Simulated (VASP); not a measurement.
NaI:

```xyz
2
Lattice="0.0000 3.4645 3.6752 3.4645 0.0000 3.6752 3.4645 3.4645 0.0000" Properties=species:S:1:pos:R:3 pbc="T T T"
Na    0.0000    0.0000    0.0000
I     1.7323    1.7323    1.8376
```

This cell differs from its parent crystal: epitaxial xy strain -2.2%.

Program: VASP 6.6.1. Alike in all runs: task single point; potentials or basis VASP PAW PBE potentials, release 64 (Na_pv, I); no spin polarisation; cell as given.

Q: Order these runs on this cell by their band gap on the k mesh, lowest first.
A. level HSE06; k mesh 4 × 4 × 4; cutoff (eV) 400; smearing gaussian 0.01 eV; grid for exact exchange (PRECFOCK) Normal; screening parameter 0.2079 1/Å
B. level PBE; k mesh 6 × 6 × 6; cutoff (eV) 500; smearing fermi-dirac 0.02 eV
C. level r2SCAN; k mesh 6 × 6 × 6; cutoff (eV) 550; smearing gaussian 0.01 eV

A: B (3.80 eV), C (4.40 eV), A (4.78 eV).

Caveats: spin-orbit coupling is left out, which moves the levels of the heavy elements.
